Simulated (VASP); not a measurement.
## C: single point with PBEsol

The system is C.

```
C
1.0
     0.00000    1.77690    1.77690
     1.77690    0.00000    1.77690
     1.77690    1.77690    0.00000
C
2
Direct
  0.00000 0.00000 0.00000
  0.25000 0.25000 0.25000
```

```json
{"Program": "VASP 6.6.1", "Task": "single point", "Functional": "PBEsol", "Potentials or basis": "VASP PAW PBE potentials, release 64 (C)", "Cutoff": "520 eV", "k mesh": "12 × 12 × 12", "Occupations": "gaussian, width 0.02 eV", "Spin": "no spin polarisation"}
```

* Pressure: 1.1 GPa
* Band gap on the k mesh: 4.06 eV, indirect (least direct gap 5.57 eV)

Levels at points of the mesh, in eV from the valence-band top:
| k point | band 2 | band 3 | band 4 | band 5 | band 6 | band 7 |
| --- | --- | --- | --- | --- | --- | --- |
| (0.00, 0.00, 0.00) | 0.00 | 0.00 | 0.00 | 5.57 | 5.57 | 5.57 |
| (0.50, 0.00, 0.00) | -13.59 | -2.84 | -2.84 | 8.43 | 8.43 | 8.99 |
| (0.50, 0.50, 0.00) | -12.85 | -6.40 | -6.40 | 4.62 | 4.62 | 16.95 |

Run time: 4.9 s on 1 thread of Intel(R) Xeon(R) 6975P-C (Granite Rapids), with other jobs on the host, peak memory 0.11 GiB.

Caveat: the PAW data sets were made with another functional, which shifts forces and pressure a little. A k mesh can miss the band edges.
